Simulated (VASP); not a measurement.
# CdS (Hawleyite) (F-43m) in VASP: further runs

The runs below take CdS (Hawleyite) through single point, with RPBE.

All numbers are computed with VASP 6.6.1; they aren't measurements. Logs are shortened: lines on timing, memory, paths and dates and some standing lists are left out, and cuts for length are marked.

## 1. The cell of the first run

It takes space group F-43m (No. 216, cubic). Conventional cell: a = 5.794 Å, b = 5.794 Å, c = 5.794 Å, α = 90.00°, β = 90.00°, γ = 90.00°. Cd (site symmetry -43m) has 4 S at 2.51 Å within 3.3 Å. Within 3.3 Å of S (site symmetry -43m) lie 4 Cd at 2.51 Å.

## 2. Single point, RPBE

Input file INCAR:

```
PREC = Accurate
ENCUT = 520
EDIFF = 1E-6
ISMEAR = -1
SIGMA = 0.05
LREAL = F
LASPH = T
NELM = 100
ALGO = Normal
ISIF = 2
LWAVE = F
LCHARG = F
GGA = RP
NBANDS = 16
```

Input file KPOINTS:

```
Automatic mesh
0
Gamma
  8 8 8
```

Input file POSCAR:

```
CdS
1.0
    0.0000000000      2.8969255847      2.8969255847
    2.8969255847      0.0000000000      2.8969255847
    2.8969255847      2.8969255847      0.0000000000
Cd S
1 1
Direct
    0.0000000000      0.0000000000      0.0000000000
    0.7500000000      0.7500000000      0.7500000000
```

Potentials or basis: VASP PAW PBE potentials, release 64 (Cd, S).

On the command line:

```console
cat potpaw_PBE.64/Cd/POTCAR potpaw_PBE.64/S/POTCAR > POTCAR
mpirun -np 1 vasp_std > vasp.out
```

OUTCAR:

```text
PREC = Accurate
   ENCUT = 520
   EDIFF = 1E-6
   ISMEAR = -1
   LREAL = F
   LASPH = T
   NELM = 100
   ISIF = 2
   GGA = RP

 ion  position               nearest neighbor table
   1  0.000  0.000  0.000-   2 2.51   2 2.51   2 2.51   2 2.51
   2  0.750  0.750  0.750-   1 2.51   1 2.51   1 2.51   1 2.51

  LATTYP: Found a face centered cubic cell.
 ALAT       =     5.7938511694

  Lattice vectors:

 A1 = (   0.0000000000,   2.8969255847,   2.8969255847)
 A2 = (   2.8969255847,   0.0000000000,   2.8969255847)
 A3 = (   2.8969255847,   2.8969255847,   0.0000000000)

Analysis of symmetry for initial positions (statically):
=====================================================================
 Subroutine PRICEL returns:
 Original cell was already a primitive cell.

 Routine SETGRP: Setting up the symmetry group for a
 face centered cubic supercell.

 Subroutine GETGRP returns: Found 24 space group operations
 (whereof 24 operations were pure point group operations)
 out of a pool of 48 trial point group operations.

The static configuration has the point symmetry T_d .

Analysis of symmetry for dynamics (positions and initial velocities):
=====================================================================
 Subroutine PRICEL returns:
 Original cell was already a primitive cell.

 Routine SETGRP: Setting up the symmetry group for a
 face centered cubic supercell.

 Subroutine GETGRP returns: Found 24 space group operations
 (whereof 24 operations were pure point group operations)
 out of a pool of 48 trial point group operations.

The dynamic configuration has the point symmetry T_d .

 Subroutine INISYM returns: Found 24 space group operations
 (whereof 24 operations are pure point group operations),
 and found     1 'primitive' translations

----------------------------------------------------------------------------------------

                                     Primitive cell

  volume of cell :      48.6230

  direct lattice vectors                    reciprocal lattice vectors
     0.000000000  2.896925585  2.896925585    -0.172596770  0.172596770  0.172596770
     2.896925585  0.000000000  2.896925585     0.172596770 -0.172596770  0.172596770
     2.896925585  2.896925585  0.000000000     0.172596770  0.172596770 -0.172596770

  length of vectors
     4.096871451  4.096871451  4.096871451     0.298946376  0.298946376  0.298946376

  position of ions in fractional coordinates (direct lattice)
     0.000000000  0.000000000  0.000000000
     0.750000000  0.750000000  0.750000000

  ion indices of the primitive-cell ions
   primitive index   ion index
                 1           1
                 2           2

----------------------------------------------------------------------------------------

 KPOINTS: Automatic mesh

Automatic generation of k-mesh.
 Grid dimensions read from file:
 generate k-points for:    8    8    8

 Generating k-lattice:

  Cartesian coordinates                     Fractional coordinates (reciprocal lattice)
    -0.021574596  0.021574596  0.021574596     0.125000000  0.000000000  0.000000000
     0.021574596 -0.021574596  0.021574596     0.000000000  0.125000000  0.000000000
     0.021574596  0.021574596 -0.021574596     0.000000000  0.000000000  0.125000000

  Length of vectors
     0.037368297  0.037368297  0.037368297

  Shift w.r.t. Gamma in fractional coordinates (k-lattice)
     0.000000000  0.000000000  0.000000000

 Subroutine IBZKPT returns following result:
 ===========================================

 Found     29 irreducible k-points:

 Following reciprocal coordinates:
            Coordinates               Weight
  0.000000  0.000000  0.000000      1.000000
  0.125000  0.000000  0.000000      8.000000
  0.250000  0.000000  0.000000      8.000000
  0.375000  0.000000  0.000000      8.000000
  0.500000  0.000000  0.000000      4.000000
  0.125000  0.125000  0.000000      6.000000
[... 16 lines left out ...]
  0.500000  0.250000  0.125000     48.000000
 -0.375000  0.250000  0.125000     24.000000
 [... further k-points ...]
   k-points           NKPTS =     29   k-points in BZ     NKDIM =     29   number of bands    NBANDS=     16
   number of dos      NEDOS =    301   number of ions     NIONS =      2
   total plane-waves  NPLWV =  27000
   dimension x,y,z NGX =    30 NGY =   30 NGZ =   30
   dimension x,y,z NGXF=    60 NGYF=   60 NGZF=   60
   ions per type =               1   1
   NGX,Y,Z   is equivalent  to a cutoff of  12.17, 12.17, 12.17 a.u.
   NGXF,Y,Z  is equivalent  to a cutoff of  24.35, 24.35, 24.35 a.u.
 SYSTEM =  unknown system
   PREC   = accura    normal or accurate (medium, high low for compatibility)
   ISTART =      0    job   : 0-new  1-cont  2-samecut
   ICHARG =      2    charge: 1-file 2-atom 10-const
   ISPIN  =      1    spin polarized calculation?
   LNONCOLLINEAR =      F non collinear calculations
   LSORBIT =      F    spin-orbit coupling
   LASPH  =      T    aspherical Exc in radial PAW
   ENCUT  =  520.0 eV  38.22 Ry    6.18 a.u.   7.62  7.62  7.62*2*pi/ulx,y,z
   NELM   =    100;   NELMIN=  2; NELMDL= -5     # of ELM steps
   EDIFF  = 0.1E-05   stopping-criterion for ELM
   LREAL  =      F    real-space projection
   EDIFFG = 0.1E-04   stopping-criterion for IOM
   NSW    =      0    number of steps for IOM
   IBRION =     -1    ionic relax: 0-MD 1-quasi-New 2-CG
   NFREE  =      0    steps in history (QN), initial steepest desc. (CG)
   ISIF   =      2    stress and relaxation
   ISYM   =      2    0-nonsym 1-usesym 2-fastsym
   POTIM  = 0.5000    time-step for ionic-motion
   TEBEG  =    0.0;   TEEND  =   0.0 temperature during run
   PSTRESS=    0.0 pullay stress
   NELECT =      18.0000    total number of electrons
   NUPDOWN=      -1.0000    fix difference up-down
   EMIN   =  10.00;   EMAX   =-10.00  energy-range for DOS
   EFERMI =   0.00;   METHOD = LEGACY
   ISMEAR =    -1;   SIGMA  =   0.05  broadening in eV -4-tet -1-fermi 0-gaus
   EFERMI_NEDOS =   21; number of points for ismear=-14 and -15
   IALGO  =     38    algorithm
   IMIX   =      4    mixing-type and parameters
     AMIX     =   0.40;   BMIX     =  1.00
     AMIX_MAG =   1.60;   BMIX_MAG =  1.00
  volume/ion in A,a.u.               =      24.31       164.06
  Fermi-wavevector in a.u.,A,eV,Ry     =   1.175488  2.221351 18.800161  1.381773
  Thomas-Fermi vector in A             =   2.311868
   LORBIT       =      0    0 simple, 1 ext, 2 COOP (PROOUT), +10 PAW based schemes
   GGA     = RP    functional components
   LHFCALC =     F    Hartree Fock is set to
   AEXX    =    0.0000 exact exchange contribution
   IVDW    =     0    specifies the selected vdW correction
   LEPSILON=     F    determine dielectric tensor
   LRPA    =     F    only Hartree local field effects (RPA)
 non-spin polarized calculation
  energy-cutoff  :      520.00
  volume of cell :       48.62
 maximum number of plane-waves:      1363
   NGX = 15   NGY = 15   NGZ = 15

 number of electron      18.0000008 magnetization

 Free energy of the ion-electron system (eV)
  ---------------------------------------------------
  ext. energy  EPLUGINS =         0.00000000
  ---------------------------------------------------
  free energy    TOTEN  =        -5.41346910 eV

  energy without entropy =       -5.41346908  energy(sigma->0) =       -5.41346909

 E-fermi :   2.3350     XC(G=0):  -9.0007

 val. band max:        1.6079156651   @ k =   0.0000   0.0000   0.0000
 cond. band min:       2.9852994878   @ k =   0.0000   0.0000   0.0000
 fundamental gap:      1.3773838227
 Fermi energy:         2.3350478151

 k-point     1 :       0.0000    0.0000    0.0000
  band No.  band energies     occupation
      1     -10.8646      2.00000
      2      -6.1940      2.00000
      3      -6.1940      2.00000
      4      -6.1940      2.00000
      5      -5.6888      2.00000
      6      -5.6888      2.00000
[... 8 lines left out ...]
     15      13.1118      0.00000
     16      13.4366      0.00000

 k-point     2 :       0.1250    0.0000    0.0000
  band No.  band energies     occupation
      1     -10.8011      2.00000
      2      -6.1704      2.00000
      3      -6.1704      2.00000
      4      -6.1377      2.00000
      5      -5.6898      2.00000
      6      -5.6898      2.00000
[... 8 lines left out ...]
     15      12.5541      0.00000
     16      13.9668      0.00000

 k-point     3 :       0.2500    0.0000    0.0000
  band No.  band energies     occupation
      1     -10.6471      2.00000
      2      -6.1192      2.00000
      3      -6.1192      2.00000
      4      -5.9359      2.00000
      5      -5.6840      2.00000
      6      -5.6840      2.00000
[... 8 lines left out ...]
     15      12.3323      0.00000
     16      13.2590      0.00000

 k-point     4 :       0.3750    0.0000    0.0000
  band No.  band energies     occupation
      1     -10.4935      2.00000
      2      -6.0797      2.00000
      3      -6.0797      2.00000
      4      -5.6628      2.00000
      5      -5.6628      2.00000
      6      -5.5619      2.00000
[... 8 lines left out ...]
     15      13.1927      0.00000
     16      13.1927      0.00000

 k-point     5 :       0.5000    0.0000    0.0000
  band No.  band energies     occupation
      1     -10.4305      2.00000
      2      -6.0675      2.00000
      3      -6.0675      2.00000
      4      -5.6485      2.00000
      5      -5.6485      2.00000
      6      -5.2863      2.00000
[... 8 lines left out ...]
     15      14.2075      0.00000
     16      14.2075      0.00000

 k-point     6 :       0.1250    0.1250    0.0000
  band No.  band energies     occupation
      1     -10.7801      2.00000
      2      -6.1488      2.00000
      3      -6.1477      2.00000
      4      -6.1477      2.00000
      5      -5.7055      2.00000
      6      -5.6754      2.00000
[... 8 lines left out ...]
     15      13.2080      0.00000
     16      14.6399      0.00000
[... 267 lines left out ...]
 k-point    21 :       0.5000    0.5000    0.0000
  band No.  band energies     occupation
      1     -10.2964      2.00000
      2      -5.9698      2.00000
      3      -5.8265      2.00000
      4      -5.8265      2.00000
      5      -5.5967      2.00000
      6      -5.2168      2.00000
[... 8 lines left out ...]
     15      13.9476      0.00000
     16      15.1851      0.00000

 k-point    22 :       0.3750    0.2500    0.1250
  band No.  band energies     occupation
      1     -10.5342      2.00000
      2      -6.0646      2.00000
      3      -6.0365      2.00000
      4      -5.8661      2.00000
      5      -5.6807      2.00000
      6      -5.6250      2.00000
[... 8 lines left out ...]
     15      13.6813      0.00000
     16      15.7547      0.00000

 k-point    23 :       0.5000    0.2500    0.1250
  band No.  band energies     occupation
      1     -10.4135      2.00000
      2      -6.0261      2.00000
      3      -5.9995      2.00000
      4      -5.7581      2.00000
      5      -5.6529      2.00000
      6      -5.3837      2.00000
[... 8 lines left out ...]
     15      14.6000      0.00000
     16      14.8230      0.00000

 k-point    24 :      -0.3750    0.2500    0.1250
  band No.  band energies     occupation
      1     -10.3644      2.00000
      2      -6.0209      2.00000
      3      -5.9818      2.00000
      4      -5.7148      2.00000
      5      -5.6602      2.00000
      6      -5.1677      2.00000
[... 8 lines left out ...]
     15      14.0716      0.00000
     16      14.8730      0.00000

 [... further k-points ...]
[... 5 lines left out ...]
  --------------------------------------------------------------------------------------
  -------------------------------------------------------------------------------------
  Total        2.0997060      2.0997060      2.0997060     -0.0000000      0.0000000     -0.0000000
  in kB       69.1874079     69.1874079     69.1874079     -0.0000000      0.0000000     -0.0000000
  external PRESSURE =      69.1874079 kB  Pullay stress =       0.0000000 kB

 VOLUME and BASIS-vectors are now :
 -----------------------------------------------------------------------------
  energy-cutoff  :      520.00
  volume of cell :       48.62
      direct lattice vectors                 reciprocal lattice vectors
     0.000000000  2.896925585  2.896925585    -0.172596770  0.172596770  0.172596770
     2.896925585  0.000000000  2.896925585     0.172596770 -0.172596770  0.172596770
     2.896925585  2.896925585  0.000000000     0.172596770  0.172596770 -0.172596770

 POSITION                                       TOTAL-FORCE (eV/Angst)
 -----------------------------------------------------------------------------------
      0.00000      0.00000      0.00000         0.000000     -0.000000     -0.000000
      4.34539      4.34539      4.34539        -0.000000      0.000000      0.000000
 -----------------------------------------------------------------------------------
    total drift:                                0.000001      0.000001      0.000001

  FREE ENERGIE OF THE ION-ELECTRON SYSTEM (eV)
  ---------------------------------------------------
  free  energy   TOTEN  =        -5.4134690976 eV

  energy  without entropy=       -5.4134690843  energy(sigma->0) =       -5.41346909
```

It took 50 s on 1 thread of Intel Xeon 6975P-C, shared host; peak memory 0.17 GiB.

What came out:

- Free energy: -5.4135 eV
- Pressure: 6.9 GPa
- Band gap on the k mesh: 1.38 eV, direct

Levels at points of the mesh, in eV from the valence-band top:
```
           k point  band 7  band 8  band 9  band 10  band 11  band 12
(0.00, 0.00, 0.00)    0.00    0.00    0.00     1.38     6.62     6.62
(0.50, 0.00, 0.00)   -4.47   -0.77   -0.77     3.18     7.09     7.09
(0.50, 0.50, 0.00)   -4.00   -1.93   -1.93     3.70     4.48     9.53
```

Caveat: the PAW data sets were made with another functional, which shifts forces and pressure a little.

[end of part 1 of 2]
